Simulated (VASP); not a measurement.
Here is a VASP 6.6.1 calculation.

Contents of INCAR:

```
PREC = Accurate
ENCUT = 600
EDIFF = 1E-8
ISMEAR = -1
SIGMA = 0.1
LREAL = F
LASPH = T
NELM = 120
ALGO = Normal
ISIF = 3
LWAVE = F
LCHARG = F
GGA = CA
NBANDS = 16
IBRION = 6
NFREE = 2
POTIM = 0.015
NSW = 1
GGA_COMPAT = F
```

KPOINTS

```
regular mesh
0
Gamma
  16 16 16
```

File POSCAR:

```
ZrN
1.0
    0.0000000000      2.2624277450      2.2624277450
    2.2624277450      0.0000000000      2.2624277450
    2.2624277450      2.2624277450      0.0000000000
Zr N
1 1
Direct
    0.5000000000      0.5000000000      0.5000000000
    0.0000000000      0.0000000000      0.0000000000
```

Potentials or basis: VASP PAW LDA potentials, release 64 (Zr_sv, N).

Launch:

```console
$ cat potpaw_LDA.64/Zr_sv/POTCAR potpaw_LDA.64/N/POTCAR > POTCAR
$ mpirun -np 1 vasp_std > vasp.out
```

Task: Estimate the elastic constants C11, C12, C44.

Result: 627, 114, 130 GPa.

Task: What does it give for the Voigt bulk modulus?

Result: 285 GPa.

Task: What does it give for the highest phonon frequency at Γ?

Result: 515 cm⁻¹.

Phonon frequencies in cm⁻¹ (negative: imaginary):
```
              q point        frequencies
(0.000, 0.000, 0.000)  0 0 0 515 515 515
```
